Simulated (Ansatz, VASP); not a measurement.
**Two plane-wave programs on Ta2B2O**

```
Ta B O
1.0
     3.54713    0.00000    0.00000
    -1.77357    3.07191    0.00000
     0.00000    0.00000    5.67348
Ta B O
2 2 1
Direct
  0.66667 0.33333 0.76885
  0.33333 0.66667 0.23115
  0.66667 0.33333 0.37852
  0.33333 0.66667 0.62148
  0.00000 0.00000 0.00000
```

Change from the starting cell: species swapped into the Li2CeP2 type (P-3m1, No. 164).

Alike in both runs: task single point; functional PBE; k mesh 6 × 6 × 4; occupations gaussian, width 0.1 eV; collinear spin.

|  | VASP | Ansatz |
| --- | --- | --- |
| version | VASP 6.6.1 | Ansatz 0.2.0 |
| potentials or method | VASP PAW PBE potentials, release 64 (Ta_pv, B, O), cutoff 520 eV | scalar-relativistic, plane waves, PAW |
| valence electrons in the cell | 34 | 38 |

VASP gave:

| Property | Result |
| --- | --- |
| gap on the k mesh at the Fermi level (eV) | none |
| pressure (GPa) | -3.0 |
| traceless stress, the component that is largest in VASP (GPa) | 13.54 |
| rms of the force components (eV/Å) | 0.304 |
| net moment per atom (μB) | 0.00 |

What did Ansatz give for the same quantities?

gap on the k mesh at the Fermi level (eV): none; pressure (GPa): -3.2; traceless stress, the component that is largest in VASP (GPa): 13.55; rms of the force components (eV/Å): 0.298; net moment per atom (μB): 0.00.

Atom by atom the forces differ by 0.007 eV/Å (rms over components). A gap of «none» marks a metal or a gap that the smearing closes. VASP's potentials hold 34 valence electrons a cell and Ansatz's 38, so a difference there can come from the potentials and not from the codes. Ansatz's warnings: seeded moment not kept.

Neither program's run includes spin-orbit coupling.
